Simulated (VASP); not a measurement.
# CdTe (F-43m) in VASP: further runs

CdTe is run at these levels: PBEsol-based screened hybrid with 25 % exact exchange; tasks: single point.

Program: VASP 6.6.1. These are calculated values, not measurements. Logs are shortened: lines on timing, memory, paths and dates and some standing lists are left out, and cuts for length are marked.

### 1 The cell of the first run

The structure is cubic, space group F-43m (No. 216). The conventional cell has a = 6.367 Å, b = 6.367 Å, c = 6.367 Å, α = 90.00°, β = 90.00°, γ = 90.00°. Within 3.6 Å of Te (site symmetry -43m) lie 4 Cd at 2.76 Å. Cd (site symmetry -43m) has 4 Te at 2.76 Å within 3.6 Å.

### 2 Single point, PBEsol-based screened hybrid with 25 % exact exchange

The input, POSCAR:

```
CdTe
1.0
    0.0000000000      3.1834892848      3.1834892848
    3.1834892848      0.0000000000      3.1834892848
    3.1834892848      3.1834892848      0.0000000000
Te Cd
1 1
Direct
    0.7500000000      0.7500000000      0.7500000000
    0.0000000000      0.0000000000      0.0000000000
```

The input, INCAR.step1:

```
SYSTEM = CdTe
PREC = Accurate
ENCUT = 520
EDIFF = 1E-5
ISMEAR = -1
SIGMA = 0.05
LREAL = .FALSE.
LASPH = .TRUE.
NELM = 60
ALGO = Normal
ISIF = 2
LWAVE = .TRUE.
LCHARG = .FALSE.
GGA = PE
NBANDS = 16
```

The input, INCAR.step2:

```
SYSTEM = CdTe
PREC = Accurate
ENCUT = 520
EDIFF = 1E-6
ISMEAR = -1
SIGMA = 0.05
LREAL = .FALSE.
LASPH = .TRUE.
NELM = 60
ALGO = Normal
ISIF = 2
LWAVE = .FALSE.
LCHARG = .FALSE.
GGA = PS
LHFCALC = .TRUE.
AEXX = 0.25
HFSCREEN = 0.207
PRECFOCK = Normal
ISTART = 1
NBANDS = 16
```

The input, KPOINTS:

```
regular mesh
0
G
  4 4 4
  0 0 0
```

Potentials or basis: VASP PAW PBE potentials, release 64 (Te, Cd).

Started as:

```console
$ cat potpaw_PBE.64/Te/POTCAR potpaw_PBE.64/Cd/POTCAR > POTCAR
$ cp INCAR.step1 INCAR
$ mpirun -np 1 vasp_std > vasp.out
$ cp INCAR.step2 INCAR
$ mpirun -np 1 vasp_std > vasp.out
```

OUTCAR:

```text
SYSTEM = CdTe
   PREC = Accurate
   ENCUT = 520
   EDIFF = 1E-6
   ISMEAR = -1
   LREAL = .FALSE.
   LASPH = .TRUE.
   NELM = 60
   ISIF = 2
   GGA = PS
   LHFCALC = .TRUE.
   AEXX = 0.25
   HFSCREEN = 0.207
   PRECFOCK = Normal
   ISTART = 1

 ion  position               nearest neighbor table
   1  0.750  0.750  0.750-   2 2.76   2 2.76   2 2.76   2 2.76
   2  0.000  0.000  0.000-   1 2.76   1 2.76   1 2.76   1 2.76

  LATTYP: Found a face centered cubic cell.
 ALAT       =     6.3669785696

  Lattice vectors:

 A1 = (   0.0000000000,   3.1834892848,   3.1834892848)
 A2 = (   3.1834892848,   0.0000000000,   3.1834892848)
 A3 = (   3.1834892848,   3.1834892848,   0.0000000000)

Analysis of symmetry for initial positions (statically):
=====================================================================
 Subroutine PRICEL returns:
 Original cell was already a primitive cell.

 Routine SETGRP: Setting up the symmetry group for a
 face centered cubic supercell.

 Subroutine GETGRP returns: Found 24 space group operations
 (whereof 24 operations were pure point group operations)
 out of a pool of 48 trial point group operations.

The static configuration has the point symmetry T_d .

Analysis of symmetry for dynamics (positions and initial velocities):
=====================================================================
 Subroutine PRICEL returns:
 Original cell was already a primitive cell.

 Routine SETGRP: Setting up the symmetry group for a
 face centered cubic supercell.

 Subroutine GETGRP returns: Found 24 space group operations
 (whereof 24 operations were pure point group operations)
 out of a pool of 48 trial point group operations.

The dynamic configuration has the point symmetry T_d .

 Subroutine INISYM returns: Found 24 space group operations
 (whereof 24 operations are pure point group operations),
 and found     1 'primitive' translations

----------------------------------------------------------------------------------------

                                     Primitive cell

  volume of cell :      64.5268

  direct lattice vectors                    reciprocal lattice vectors
     0.000000000  3.183489285  3.183489285    -0.157060368  0.157060368  0.157060368
     3.183489285  0.000000000  3.183489285     0.157060368 -0.157060368  0.157060368
     3.183489285  3.183489285  0.000000000     0.157060368  0.157060368 -0.157060368

  length of vectors
     4.502133722  4.502133722  4.502133722     0.272036538  0.272036538  0.272036538

  position of ions in fractional coordinates (direct lattice)
     0.750000000  0.750000000  0.750000000
     0.000000000  0.000000000  0.000000000

  ion indices of the primitive-cell ions
   primitive index   ion index
                 1           1
                 2           2

----------------------------------------------------------------------------------------

 KPOINTS: regular mesh

Automatic generation of k-mesh.
 Grid dimensions read from file:
 generate k-points for:    4    4    4

 Generating k-lattice:

  Cartesian coordinates                     Fractional coordinates (reciprocal lattice)
    -0.039265092  0.039265092  0.039265092     0.250000000  0.000000000  0.000000000
     0.039265092 -0.039265092  0.039265092     0.000000000  0.250000000  0.000000000
     0.039265092  0.039265092 -0.039265092     0.000000000  0.000000000  0.250000000

  Length of vectors
     0.068009134  0.068009134  0.068009134

  Shift w.r.t. Gamma in fractional coordinates (k-lattice)
     0.000000000  0.000000000  0.000000000

 Subroutine IBZKPT returns following result:
 ===========================================

 Found      8 irreducible k-points:

 Following reciprocal coordinates:
            Coordinates               Weight
  0.000000  0.000000  0.000000      1.000000
  0.250000  0.000000  0.000000      8.000000
  0.500000  0.000000  0.000000      4.000000
  0.250000  0.250000  0.000000      6.000000
  0.500000  0.250000  0.000000     24.000000
 -0.250000  0.250000  0.000000     12.000000
  0.500000  0.500000  0.000000      3.000000
 -0.250000  0.500000  0.250000      6.000000
   k-points           NKPTS =      8   k-points in BZ     NKDIM =     64   number of bands    NBANDS=     16
   number of dos      NEDOS =    301   number of ions     NIONS =      2
   total plane-waves  NPLWV =  46656
   dimension x,y,z NGX =    36 NGY =   36 NGZ =   36
   dimension x,y,z NGXF=    72 NGYF=   72 NGZF=   72
   ions per type =               1   1
   NGX,Y,Z   is equivalent  to a cutoff of  13.29, 13.29, 13.29 a.u.
   NGXF,Y,Z  is equivalent  to a cutoff of  26.59, 26.59, 26.59 a.u.
 SYSTEM =  CdTe
   PREC   = accura    normal or accurate (medium, high low for compatibility)
   ISTART =      1    job   : 0-new  1-cont  2-samecut
   ICHARG =      0    charge: 1-file 2-atom 10-const
   ISPIN  =      1    spin polarized calculation?
   LNONCOLLINEAR =      F non collinear calculations
   LSORBIT =      F    spin-orbit coupling
   LASPH  =      T    aspherical Exc in radial PAW
   ENCUT  =  520.0 eV  38.22 Ry    6.18 a.u.   8.37  8.37  8.37*2*pi/ulx,y,z
   NELM   =     60;   NELMIN=  2; NELMDL=  0     # of ELM steps
   EDIFF  = 0.1E-05   stopping-criterion for ELM
   LREAL  =      F    real-space projection
   EDIFFG = 0.1E-04   stopping-criterion for IOM
   NSW    =      0    number of steps for IOM
   IBRION =     -1    ionic relax: 0-MD 1-quasi-New 2-CG
   NFREE  =      0    steps in history (QN), initial steepest desc. (CG)
   ISIF   =      2    stress and relaxation
   ISYM   =      3    0-nonsym 1-usesym 2-fastsym
   POTIM  = 0.5000    time-step for ionic-motion
   TEBEG  =    0.0;   TEEND  =   0.0 temperature during run
   PSTRESS=    0.0 pullay stress
   NELECT =      18.0000    total number of electrons
   NUPDOWN=      -1.0000    fix difference up-down
   EMIN   =  10.00;   EMAX   =-10.00  energy-range for DOS
   EFERMI =   0.00;   METHOD = LEGACY
   ISMEAR =    -1;   SIGMA  =   0.05  broadening in eV -4-tet -1-fermi 0-gaus
   EFERMI_NEDOS =   21; number of points for ismear=-14 and -15
   IALGO  =     38    algorithm
   IMIX   =      1    mixing-type and parameters
     AMIX     =   0.40;   BMIX     =  1.00
     AMIX_MAG =   1.60;   BMIX_MAG =  1.00
  volume/ion in A,a.u.               =      32.26       217.72
  Fermi-wavevector in a.u.,A,eV,Ry     =   1.069676  2.021395 15.567880  1.144207
  Thomas-Fermi vector in A             =   2.205363
   LORBIT       =      0    0 simple, 1 ext, 2 COOP (PROOUT), +10 PAW based schemes
   GGA     = PS    functional components
   LHFCALC =     T    Hartree Fock is set to
   PRECFOCK=normal    Normal, Fast or Accurate (Low or Medium for compatibility)
   ENCUT4O =  -1.0   cutoff for four orbital integrals eV
   NKREDX  =     1    reduce k-point grid by
   NKREDY  =     1    reduce k-point grid by
   NKREDZ  =     1    reduce k-point grid by
   AEXX    =    0.2500 exact exchange contribution
   HFSCREEN=    0.2070 screening length (either q_TF or 0.3 A-1)
   HFSCREENC=   0.2070 screening length for correlation (either q_TF or 0.3 A-1)
   ENCUTFOCK=  -1.0 apply spherical cutoff to Coloumb kernel
   IVDW    =     0    specifies the selected vdW correction
   LEPSILON=     F    determine dielectric tensor
   LRPA    =     F    only Hartree local field effects (RPA)
 non-spin polarized calculation
  energy-cutoff  :      520.00
  volume of cell :       64.53
 maximum number of plane-waves:      1807
 NGX is ok and might be reduce to    36
  NGX = 28; NGY = 28; NGZ = 28

 number of electron      18.0000001 magnetization

 Free energy of the ion-electron system (eV)
  ---------------------------------------------------
  ext. energy  EPLUGINS =         0.00000000
  ---------------------------------------------------
  free energy    TOTEN  =        -6.42646234 eV

  energy without entropy =       -6.42646233  energy(sigma->0) =       -6.42646233

 E-fermi :   3.0876     XC(G=0):  -7.4947

 val. band max:        2.2558478027   @ k =   0.0000   0.0000   0.0000
 cond. band min:       3.8645831506   @ k =   0.0000   0.0000   0.0000
 fundamental gap:      1.6087353479
 Fermi energy:         3.0875983279

 k-point     1 :       0.0000    0.0000    0.0000
  band No.  band energies     occupation
      1     -10.2633      2.00000
      2      -7.5204      2.00000
      3      -7.5204      2.00000
      4      -7.5204      2.00000
      5      -7.2119      2.00000
      6      -7.2119      2.00000
[... 8 lines left out ...]
     15      12.6992      0.00000
     16      12.6992      0.00000

 k-point     2 :       0.2500    0.0000    0.0000
  band No.  band energies     occupation
      1     -10.0269      2.00000
      2      -7.4789      2.00000
      3      -7.4789      2.00000
      4      -7.2662      2.00000
      5      -7.2130      2.00000
      6      -7.2130      2.00000
[... 8 lines left out ...]
     15      11.6259      0.00000
     16      11.6259      0.00000

 k-point     3 :       0.5000    0.0000    0.0000
  band No.  band energies     occupation
      1      -9.8075      2.00000
      2      -7.4463      2.00000
      3      -7.4463      2.00000
      4      -7.2032      2.00000
      5      -7.2032      2.00000
      6      -6.7207      2.00000
[... 8 lines left out ...]
     15      13.7779      0.00000
     16      13.7779      0.00000

 k-point     4 :       0.2500    0.2500    0.0000
  band No.  band energies     occupation
      1      -9.9520      2.00000
      2      -7.4310      2.00000
      3      -7.4309      2.00000
      4      -7.3216      2.00000
      5      -7.1951      2.00000
      6      -7.1588      2.00000
[... 8 lines left out ...]
     15      13.2701      0.00000
     16      14.1934      0.00000

 k-point     5 :       0.5000    0.2500    0.0000
  band No.  band energies     occupation
      1      -9.7425      2.00000
      2      -7.4074      2.00000
      3      -7.3864      2.00000
      4      -7.2609      2.00000
      5      -7.1951      2.00000
      6      -6.6425      2.00000
[... 8 lines left out ...]
     15      14.0098      0.00000
     16      14.3776      0.00000

 k-point     6 :      -0.2500    0.2500    0.0000
  band No.  band energies     occupation
      1      -9.8092      2.00000
      2      -7.4277      2.00000
      3      -7.4250      2.00000
      4      -7.2223      2.00000
      5      -7.2216      2.00000
      6      -6.8231      2.00000
[... 8 lines left out ...]
     15      13.0097      0.00000
     16      14.5198      0.00000

 k-point     7 :       0.5000    0.5000    0.0000
  band No.  band energies     occupation
      1      -9.6780      2.00000
      2      -7.3338      2.00000
      3      -7.3307      2.00000
      4      -7.3307      2.00000
      5      -7.1782      2.00000
      6      -6.5157      2.00000
[... 8 lines left out ...]
     15      14.2668      0.00000
     16      15.0640      0.00000

 k-point     8 :      -0.2500    0.5000    0.2500
  band No.  band energies     occupation
      1      -9.6808      2.00000
      2      -7.3783      2.00000
      3      -7.3701      2.00000
      4      -7.2487      2.00000
      5      -7.2131      2.00000
      6      -6.4146      2.00000
[... 8 lines left out ...]
     15      14.7607      0.00000
     16      14.7754      0.00000

------------------------ aborting loop because EDIFF is reached ----------------------------------------

  FORCE on cell =-STRESS in cart. coord.  units (eV):
  Direction    XX          YY          ZZ          XY          YZ          ZX
  --------------------------------------------------------------------------------------
  -------------------------------------------------------------------------------------
  Total        1.1380279      1.1380279      1.1380279      0.0000000      0.0000000     -0.0000000
  in kB       28.2568218     28.2568218     28.2568218      0.0000000      0.0000000     -0.0000000
  external PRESSURE =      28.2568218 kB  Pullay stress =       0.0000000 kB

 VOLUME and BASIS-vectors are now :
 -----------------------------------------------------------------------------
  energy-cutoff  :      520.00
  volume of cell :       64.53
      direct lattice vectors                 reciprocal lattice vectors
     0.000000000  3.183489285  3.183489285    -0.157060368  0.157060368  0.157060368
     3.183489285  0.000000000  3.183489285     0.157060368 -0.157060368  0.157060368
     3.183489285  3.183489285  0.000000000     0.157060368  0.157060368 -0.157060368

 POSITION                                       TOTAL-FORCE (eV/Angst)
 -----------------------------------------------------------------------------------
      4.77523      4.77523      4.77523         0.000000     -0.000000     -0.000000
      0.00000      0.00000      0.00000        -0.000000      0.000000      0.000000
 -----------------------------------------------------------------------------------
    total drift:                                0.000019      0.000026      0.000017

  FREE ENERGIE OF THE ION-ELECTRON SYSTEM (eV)
  ---------------------------------------------------
  free  energy   TOTEN  =        -6.4264623383 eV

  energy  without entropy=       -6.4264623288  energy(sigma->0) =       -6.42646233
```

It took 6.8 min on 1 thread of Intel Xeon Platinum 8488C (Sapphire Rapids), shared host; peak memory 0.32 GiB.

What came out:

| Property | Result |
| --- | --- |
| Free energy | -6.4265 eV |
| Pressure | 2.8 GPa |
| Band gap on the k mesh | 1.61 eV |

Caveat: the k points lie up to 0.43 Å⁻¹ apart; the PAW data sets were made with another functional, which shifts forces and pressure a little; spin-orbit coupling is left out, which moves the levels of the heavy elements.

### 3 Single point, PBEsol-based screened hybrid with 25 % exact exchange

This run uses another cell than the first one, of 32.92 Å³/atom.

The input, POSCAR:

```
CdTe
1.0
    0.0000000000      3.2050000000      3.2050000000
    3.2050000000      0.0000000000      3.2050000000
    3.2050000000      3.2050000000      0.0000000000
Te Cd
1 1
Direct
    0.7500000000      0.7500000000      0.7500000000
    0.0000000000      0.0000000000      0.0000000000
```

The input, INCAR.step1:

```
SYSTEM = CdTe
PREC = Accurate
ENCUT = 520
EDIFF = 1E-5
ISMEAR = -1
SIGMA = 0.05
LREAL = .False.
LASPH = .True.
NELM = 100
ALGO = Normal
ISIF = 2
LWAVE = .True.
LCHARG = .False.
NBANDS = 16
GGA = PE
```

The input, INCAR.step2:

```
SYSTEM = CdTe
PREC = Accurate
ENCUT = 520
EDIFF = 1E-7
ISMEAR = -1
SIGMA = 0.05
LREAL = .False.
LASPH = .True.
NELM = 100
ALGO = Normal
ISIF = 2
LWAVE = .False.
LCHARG = .False.
GGA = PS
LHFCALC = .True.
AEXX = 0.25
HFSCREEN = 0.207
PRECFOCK = Normal
NBANDS = 16
ISTART = 1
```

The input, KPOINTS:

```
regular mesh
0
Gamma
  4 4 4
  0 0 0
```

Potentials or basis: VASP PAW PBE potentials, release 64 (Te, Cd).

Started as:

```console
$ cat potpaw_PBE.64/Te/POTCAR potpaw_PBE.64/Cd/POTCAR > POTCAR
$ cp INCAR.step1 INCAR
$ mpirun -np 1 vasp_std > vasp.out
$ cp INCAR.step2 INCAR
$ mpirun -np 1 vasp_std > vasp.out
```

It took 7.8 min on 1 thread of Intel Xeon Platinum 8488C (Sapphire Rapids), shared host; peak memory 0.32 GiB.

The run converged. Its results:

* Free energy: -6.4454 eV
* Pressure: 1.7 GPa
* Band gap on the k mesh: 1.54 eV

Levels at points of the mesh, in eV from the valence-band top:
```csv
k point,band 7,band 8,band 9,band 10,band 11,band 12
"(0.00, 0.00, 0.00)",0.00,0.00,0.00,1.54,5.38,5.38
"(0.50, 0.00, 0.00)",-5.00,-0.89,-0.89,2.56,5.98,5.98
"(0.50, 0.50, 0.00)",-4.83,-2.15,-2.15,3.08,3.38,10.09
```

Caveat: the k points lie up to 0.42 Å⁻¹ apart; the PAW data sets were made with another functional, which shifts forces and pressure a little; spin-orbit coupling is left out, which moves the levels of the heavy elements.
